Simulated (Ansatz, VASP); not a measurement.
## Mn: VASP beside Ansatz

INCAR

```
ALGO = Normal
EDIFF = 1E-7
ENCUT = 520
GGA = RE
ISIF = 2
ISMEAR = -1
LASPH = True
LCHARG = False
LREAL = False
LWAVE = False
NBANDS = 20
NELM = 60
PREC = Accurate
SIGMA = 0.1
```

The input KPOINTS:

```
k-points
0
Gamma
  16 16 9
```

The input POSCAR:

```
Mn
1.0
    2.4269551705      0.0000000000      0.0000000000
   -1.2134775852      2.1018048315      0.0000000000
    0.0000000000      0.0000000000      3.9234306274
Mn
2
Direct
    0.3333333333      0.6666666667      0.2500000000
    0.6666666667      0.3333333333      0.7500000000
```

Input for Ansatz:

```yaml
crystal:
  lattice:
    - [2.4269551705, 0.0, 0.0]
    - [-1.2134775852, 2.1018048315, 0.0]
    - [0.0, 0.0, 3.9234306274]
  atoms:
    - { symbol: Mn, position: [0.3333333333, 0.6666666667, 0.25] }
    - { symbol: Mn, position: [0.6666666667, 0.3333333333, 0.75] }
hamiltonian:
  xc: revpbe
  pseudopotentials:
    kind: paw
    azcp:
      Mn: "pseudopotentials/Mn.paw.azcp"
basis:
  ecutwfc: 420
  fft_grid_basis: typed
kpoints:
  mp_grid: { grid: [16, 16, 9], shift: [0, 0, 0] }
magnetization:
  spin_polarized: false
scf:
  occupations: { method: fermi_dirac, width: 0.1 }
  lower_state_search: "off"
output:
  stress: true
```

Alike in both runs: task single point; functional revPBE; k mesh 16 × 16 × 9; occupations fermi-dirac, width 0.1 eV; no spin polarisation.

|  | VASP | Ansatz |
| --- | --- | --- |
| version | VASP 6.6.1 | Ansatz 0.2.0 |
| potentials or method | VASP PAW PBE potentials, release 64 (Mn_pv), cutoff 520 eV | plane waves (420 eV) with PAW, scalar-relativistic |
| valence electrons in the cell | 26 | 30 |

|  | VASP | Ansatz | Ansatz less VASP |
| --- | --- | --- | --- |
| pressure (GPa) | 26.8 | 26.8 | -0.03 |
| traceless stress, the component that is largest in VASP (GPa) | -0.06 | 0.03 | +0.090 |

VASP's potentials were made for PBE, not for revPBE. VASP's potentials hold 26 valence electrons a cell and Ansatz's 30, so a difference there can come from the potentials and not from the codes.
